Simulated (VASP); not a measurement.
Write the native input for VASP 6.6.1 that does the following.

```yaml
Task: single point
Functional: LDA
Potentials_or_basis: VASP PAW LDA potentials, release 64 (Sn_d, Se)
Cutoff: 520 eV
k_mesh: 8 × 8 × 8
Occupations: gaussian, width 0.05 eV
Spin: no spin polarisation
Dipole_correction: no
Further_INCAR_settings: ALGO = Normal; EDIFF = 1e-07; NBANDS = 17
```

The structure of SnSe lies in POSCAR:

```
SnSe
1.0
    0.0000000000      2.9466477701      2.9466477701
    2.9466477701      0.0000000000      2.9466477701
    2.9466477701      2.9466477701      0.0000000000
Sn Se
1 1
Direct
    0.0000000000      0.0000000000      0.0000000000
    0.4872736740      0.4872736740      0.5127263260
```

This cell differs from its parent crystal: all Se atoms moved +0.075 Å, as atom 2 towards its neighbour atom 1 (Sn) at 2.947 Å.

One way to write it, as run:

INCAR

```
ALGO     = Normal         # electronic algorithm
EDIFF    = 1E-7           # SCF threshold, eV
ENCUT    = 520            # plane-wave cutoff, eV
GGA      = CA             # functional
ISIF     = 2              # what is computed and relaxed
ISMEAR   = 0              # smearing method
LASPH    = True           # aspherical terms in the spheres
LCHARG   = False          # write CHGCAR
LREAL    = False          # projectors in reciprocal space
LWAVE    = False          # write WAVECAR
NBANDS   = 17             # bands
NELM     = 60             # most SCF steps
PREC     = Accurate       # precision mode
SIGMA    = 0.05           # smearing width, eV
```

KPOINTS

```
k-points
0
Gamma
  8 8 8
```

Potentials or basis: VASP PAW LDA potentials, release 64 (Sn_d, Se).

Run with:

```sh
$ cat potpaw_LDA.64/Sn_d/POTCAR potpaw_LDA.64/Se/POTCAR > POTCAR
$ mpirun -np 1 vasp_std > vasp.out
```

It gave:

```yaml
Pressure: 0.2 GPa
Largest_force: 0.041 eV/Å
Band_gap_on_the_k_mesh: 0.77 eV, indirect (least direct gap 0.92 eV)
```

Caveat: the cell differs from its parent crystal (all Se atoms moved +0.075 Å, as atom 2 towards its neighbour atom 1 (Sn) at 2.947 Å); spin-orbit coupling is left out, which moves the levels of the heavy elements.

Run time: 26 s on 1 thread of Intel(R) Xeon(R) 6975P-C (Granite Rapids), with other jobs on the host, peak memory 0.18 GiB.
